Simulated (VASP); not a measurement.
Input of a VASP 6.6.1 run:

The input INCAR:

```
PREC     = Accurate       # precision mode
ENCUT    = 600            # plane-wave cutoff, eV
EDIFF    = 1E-7           # SCF threshold, eV
ISMEAR   = -1             # smearing method
SIGMA    = 0.1            # smearing width, eV
LREAL    = F              # projectors in reciprocal space
LASPH    = T              # aspherical terms in the spheres
NELM     = 100            # most SCF steps
ALGO     = Normal         # electronic algorithm
ISIF     = 3              # what is computed and relaxed
LWAVE    = F              # write WAVECAR
LCHARG   = F              # write CHGCAR
GGA      = PS             # functional
IVDW     = 12             # dispersion correction
IBRION   = 2              # ionic algorithm
NSW      = 80             # ionic steps
EDIFFG   = -0.01          # ionic threshold
```

KPOINTS

```
Automatic mesh
0
Gamma
  15 15 4
```

Contents of POSCAR:

```
C
1.0
    2.4561700000      0.0000000000      0.0000000000
   -1.2280850000      2.1271060000      0.0000000000
    0.0000000000      0.0000000000      8.5238030000
C
2
Direct
    0.3333333333      0.6666666667      0.0000000000
    0.6666666667      0.3333333333      0.0000000000
```

Potentials or basis: VASP PAW PBE potentials, release 64 (C).

Command:

```console
$ cat potpaw_PBE.64/C/POTCAR > POTCAR
$ mpirun -np 1 vasp_std > vasp.out
```

(1) Predict the relaxed volume.

(2) What does it give for the dispersion energy per atom?

(3) What does it give for the space group after relaxing (to 0.05 Å)?

(4) What does it give for the relaxed cell?

## Answers

(1) 9.22 Å³/atom.

(2) -0.105 eV.

(3) P6/mmm (No. 191).

(4) a = 2.459 Å, b = 2.459 Å, c = 3.524 Å, α = 90.00°, β = 90.00°, γ = 120.00°.

Caveat: the volume moved by over 15 % at a fixed basis, so the end points are rough; the PAW data sets were made with another functional, which shifts forces and pressure a little.
